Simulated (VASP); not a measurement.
Set up this calculation in VASP 6.6.1, as the native input.

- Task: relaxation of cell and atoms
- Functional: PBE
- Potentials or basis: VASP PAW PBE potentials, release 64 (Ga_d)
- Cutoff: 600 eV
- k mesh: 20 × 20 × 20
- Occupations: gaussian, width 0.1 eV
- Spin: no spin polarisation
- Dipole correction: no
- Further INCAR settings: ALGO = Normal; EDIFF = 1e-06; IBRION = 2; EDIFFG = -0.01; NSW = 100; ISIF = 3

The structure of Ga lies in POSCAR:

```
Ga
1.0
    2.7164843000      0.0000000000      0.0000000000
    0.0000000000      2.7164843000      0.0000000000
    0.0000000000      0.0000000000      2.7164843000
Ga
1
Direct
    0.0000000000      0.0000000000      0.0000000000
```

These files were run (other wordings do the same):

INCAR

```
SYSTEM = Ga
PREC = Accurate ; ENCUT = 600
EDIFF = 1E-6 ; ISMEAR = 0
SIGMA = 0.1 ; LREAL = .FALSE.
LASPH = .TRUE. ; NELM = 100
ALGO = Normal ; ISIF = 3
LWAVE = .FALSE. ; LCHARG = .FALSE.
GGA = PE ; IBRION = 2
NSW = 100 ; EDIFFG = -0.01
```

KPOINTS

```
Automatic mesh
0
G
  20 20 20
  0 0 0
```

Potentials or basis: VASP PAW PBE potentials, release 64 (Ga_d).

The run is started by

```console
$ cat potpaw_PBE.64/Ga_d/POTCAR > POTCAR
$ mpirun -np 1 vasp_std > vasp.out
```

It gave:

```yaml
Pressure_after_relaxing: 0.0 GPa
```

Caveat: the relaxation stopped at its first step, so nothing moved.

It took 21 s on 1 thread of Intel(R) Xeon(R) Platinum 8124M CPU @ 3.00GHz (Skylake/Cascade Lake), on a shared host, peak memory 0.2 GiB.
